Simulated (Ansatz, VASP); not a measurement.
LaHg2 in VASP and in Ansatz

Contents of INCAR:

```
  ALGO = Normal
  EDIFF = 1E-8
  ENCUT = 520
  GGA = CA
  ISIF = 2
  ISMEAR = -1
  LASPH = True
  LCHARG = False
  LEFG = True
  LREAL = False
  LWAVE = False
  NBANDS = 24
  NELM = 80
  PREC = Accurate
  SIGMA = 0.08
```

Contents of KPOINTS:

```
k-points
0
Gamma
  8 8 9
```

File POSCAR:

```
LaHg2
1.0
    5.0232425903      0.0000000000      0.0000000000
   -2.5116212952      4.3502556927      0.0000000000
    0.0000000000      0.0000000000      3.6879002299
La Hg
1 2
Direct
    0.0000000000      0.0000000000      0.0000000000
    0.3333333333      0.6666666667      0.5000000000
    0.6666666667      0.3333333333      0.5000000000
```

Input for Ansatz:

```yaml
crystal:
  lattice:
    - [5.0232425903, 0.0, 0.0]
    - [-2.5116212952, 4.3502556927, 0.0]
    - [0.0, 0.0, 3.6879002299]
  atoms:
    - { symbol: La, position: [0.0, 0.0, 0.0] }
    - { symbol: Hg, position: [0.3333333333, 0.6666666667, 0.5] }
    - { symbol: Hg, position: [0.6666666667, 0.3333333333, 0.5] }
kpoints:
  mp_grid: { grid: [8, 8, 9] }
scf:
  occupations: { method: fermi_dirac, width: 0.08 }
hamiltonian:
  xc: lda
  pseudopotentials: { kind: all_electron, datasets: crystal }
output:
  forces: true
  stress: true
  eigenvalues: true
  efg: { contact_densities: true }
```

Change from the starting cell: volume scaled by 1.04, crystal datasets.

Alike in both runs: task electric field gradients; functional LDA; k mesh 8 × 8 × 9; occupations fermi-dirac, width 0.08 eV; no spin polarisation.

|  | VASP | Ansatz |
| --- | --- | --- |
| version | VASP 6.6.1 | Ansatz 0.2.0 |
| potentials or method | VASP PAW LDA potentials, release 64 (La, Hg), cutoff 520 eV | all-electron PAW with datasets made for the crystal, scalar-relativistic |

Ansatz gave:

```
pressure (GPa)                                                : -5.1
traceless stress, the component that is largest in VASP (GPa) : 0.14
size of Vzz on the site where it differs most (V/Å²)          : 264.3
```

Question: Which values does VASP return?

Answer: Pressure (GPa): -4.8; traceless stress, the component that is largest in VASP (GPa): -0.09; size of Vzz on the site where it differs most (V/Å²): 296.1.

LDA's correlation is that of Perdew and Zunger in VASP and of Perdew and Wang (1992) in Ansatz. Ansatz ran all-electron here, and VASP with PAW potentials.

Spin-orbit coupling is off throughout.
